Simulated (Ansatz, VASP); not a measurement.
BaC5: VASP beside Ansatz

```
CELL_PARAMETERS angstrom
5.13343 0.00000 0.00000
-2.56672 4.44568 0.00000
0.00000 0.00000 2.76442
ATOMIC_POSITIONS crystal
Ba 0.00000 0.00000 0.00000
C 0.50000 0.00000 0.00000
C 0.00000 0.50000 0.00000
C 0.50000 0.50000 0.00000
C 0.33333 0.66667 0.50000
C 0.66667 0.33333 0.50000
```

Alike in both runs: functional PBE; k mesh 6 × 6 × 4; occupations gaussian, width 0.1 eV; no spin polarisation.

Ansatz relaxed the structure, and its values are those at the end. VASP's run is a single point on that final structure, the one shown.

|  | VASP | Ansatz |
| --- | --- | --- |
| version | VASP 6.6.1 | Ansatz 0.2.0 |
| potentials or method | VASP PAW PBE potentials, release 64 (Ba_sv, C), cutoff 520 eV | scalar-relativistic, plane waves, PAW |
| valence electrons in the cell | 30 | 30 |

|  | VASP | Ansatz | Ansatz less VASP |
| --- | --- | --- | --- |
| gap on the k mesh at the Fermi level (eV) | none | none | - |
| pressure (GPa) | 4.1 | 0.1 | -3.96 |

A gap of «none» marks a metal or a gap that the smearing closes. One of these differences is far larger than is usual between the two programs; its cause wasn't traced.

The k mesh is coarse, so the values compare programs but aren't converged. Neither program's run includes spin-orbit coupling.
